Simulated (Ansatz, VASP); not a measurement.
## CdS: VASP beside Ansatz

Contents of INCAR:

```
ALGO = Normal ; EDIFF = 1E-6
ENCUT = 520 ; GGA = PE
ISIF = 2 ; ISMEAR = 0
LASPH = True ; LCHARG = True
LELF = True ; LREAL = False
LVHAR = True ; LWAVE = False
NBANDS = 16 ; NELM = 80
PREC = Accurate ; SIGMA = 0.01
```

File KPOINTS:

```
k-points
0
Gamma
  4 4 4
```

The input POSCAR:

```
CdS
1.0
    0.0000000000      2.9165000000      2.9165000000
    2.9165000000      0.0000000000      2.9165000000
    2.9165000000      2.9165000000      0.0000000000
Cd S
1 1
Direct
    0.0000000000      0.0000000000      0.0000000000
    0.2500000000      0.2500000000      0.2500000000
```

Input for Ansatz:

```yaml
crystal:
  lattice:
    - [0.0, 2.9165, 2.9165]
    - [2.9165, 0.0, 2.9165]
    - [2.9165, 2.9165, 0.0]
  atoms:
    - { symbol: Cd, position: [0.0, 0.0, 0.0] }
    - { symbol: S, position: [0.25, 0.25, 0.25] }
kpoints:
  mp_grid:
    grid: [4, 4, 4]
    shift: [0.0, 0.0, 0.0]
hamiltonian:
  xc: pbe
scf:
  convergence:
    dr2_threshold: 1.0e-09
  occupations:
    method: fixed
output:
  eigenvalues: true
```

Alike in both runs: task single point; functional PBE; k mesh 4 × 4 × 4; no spin polarisation.

```csv
,VASP,Ansatz
version,VASP 6.6.1,Ansatz 0.2.0
potentials or method,"VASP PAW PBE potentials, release 64 (Cd, S)","plane waves, PAW"
plane-wave cutoff (eV),520,420
occupations,"gaussian, width 0.01 eV",fixed
valence electrons in the cell,18,26
```

|  | VASP | Ansatz | Ansatz less VASP |
| --- | --- | --- | --- |
| gap on the k mesh at the Fermi level (eV) | 1.14 | 1.13 | -0.004 |

VASP's potentials hold 18 valence electrons a cell and Ansatz's 26, so a difference there can come from the potentials and not from the codes.

The k mesh is coarse, so the values compare programs but aren't converged.
